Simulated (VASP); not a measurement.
Wanted: the native input for a VASP 6.6.1 run.

```yaml
Task: single point
Functional: PBE
Potentials_or_basis: VASP PAW PBE potentials, release 64 (Sn_d)
Cutoff: 520 eV
k_mesh: 12 × 12 × 12
Occupations: gaussian, width 0.15 eV
Spin: no spin polarisation
Dipole_correction: no
Further_INCAR_settings: ALGO = Fast; EDIFF = 1e-06; NBANDS = 21
```

The structure of Sn lies in POSCAR:

```
Sn
1.0
    0.0000000000      3.3023980000      3.2456000000
    3.2456000000      0.0000000000      3.2456000000
    3.2456000000      3.3023980000      0.0000000000
Sn
2
Direct
    0.5000000000      0.5000000000      0.5000000000
    0.7500000000      0.7500000000      0.7500000000
```

This cell differs from its parent crystal: strain +0.0175 x Voigt [0, 1, 0, 0, 0, 0].

These files were run (other wordings do the same):

INCAR

```
SYSTEM = Sn
PREC     = Accurate       ! precision mode
ENCUT    = 520            ! plane-wave cutoff, eV
EDIFF    = 1E-6           ! SCF threshold, eV
ISMEAR   = 0              ! smearing method
SIGMA    = 0.15           ! smearing width, eV
LREAL    = .FALSE.        ! projectors in reciprocal space
LASPH    = .TRUE.         ! aspherical terms in the spheres
NELM     = 60             ! most SCF steps
ALGO     = Fast           ! electronic algorithm
ISIF     = 2              ! what is computed and relaxed
LWAVE    = .FALSE.        ! write WAVECAR
LCHARG   = .FALSE.        ! write CHGCAR
GGA      = PE             ! functional
NBANDS   = 21             ! bands
```

KPOINTS

```
Automatic mesh
0
G
  12 12 12
  0 0 0
```

Potentials or basis: VASP PAW PBE potentials, release 64 (Sn_d).

The run is started by

```bash
$ cat potpaw_PBE.64/Sn_d/POTCAR > POTCAR
$ mpirun -np 1 vasp_std > vasp.out
```

It gave:

The pressure is 2.3 GPa and the band gap on the k mesh is zero (band 14 reaches 5.58 eV, above the bottom of band 15 at 5.41 eV).

Caveat: the cell differs from its parent crystal (strain +0.0175 x Voigt [0, 1, 0, 0, 0, 0]); spin-orbit coupling is left out, which moves the levels of the heavy elements.

Run time: 3.5 min on 1 thread of Intel(R) Xeon(R) Platinum 8375C CPU @ 2.90GHz (Ice Lake), on a shared host, peak memory 0.34 GiB.
